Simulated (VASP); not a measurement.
Set up this calculation in VASP 6.6.1, as the native input.

- Task: single point
- Functional: BLYP
- Potentials or basis: VASP PAW PBE potentials, release 64 (Rh_pv)
- Cutoff: 520 eV
- k mesh: 15 × 15 × 8
- Occupations: fermi-dirac, width 0.1 eV
- Spin: no spin polarisation
- Dipole correction: no
- Further INCAR settings: ALGO = Normal; EDIFF = 1e-06; NBANDS = 22

The structure of Rh lies in POSCAR:

```
Rh
1.0
    2.8491115009      0.0000000000      0.0000000000
   -1.4245557504      2.4674029380      0.0000000000
    0.0000000000      0.0000000000      4.5823479661
Rh
2
Direct
    0.3333333333      0.6666666667      0.2500000000
    0.6666666667      0.3333333333      0.7500000000
```

This cell differs from its parent crystal: volume scaled by 1.08.

One way to write it, as run:

INCAR

```
SYSTEM = Rh
AGGAC = 1.0
AGGAX = 1.0
ALDAC = 0.0
ALDAX = 1.0
ALGO = Normal
EDIFF = 1E-6
ENCUT = 520
GGA = B5
ISIF = 2
ISMEAR = -1
LASPH = .True.
LCHARG = .False.
LREAL = .False.
LWAVE = .False.
NBANDS = 22
NELM = 80
PREC = Accurate
SIGMA = 0.1
```

KPOINTS

```
k-points
0
Gamma
  15 15 8
  0 0 0
```

Potentials or basis: VASP PAW PBE potentials, release 64 (Rh_pv).

Command:

```sh
$ cat potpaw_PBE.64/Rh_pv/POTCAR > POTCAR
$ mpirun -np 1 vasp_std > vasp.out
```

Results of the run:

| Property | Result |
| --- | --- |
| Pressure | -12.8 GPa |
| Band gap on the k mesh | zero (band 15 reaches 10.28 eV, above the bottom of band 16 at 8.50 eV) |

Caveat: the PAW data sets were made with another functional, which shifts forces and pressure a little.

Run time: 38 s on 1 thread of Intel(R) Xeon(R) Platinum 8375C CPU @ 2.90GHz (Ice Lake), with other jobs on the host, peak memory 0.2 GiB.
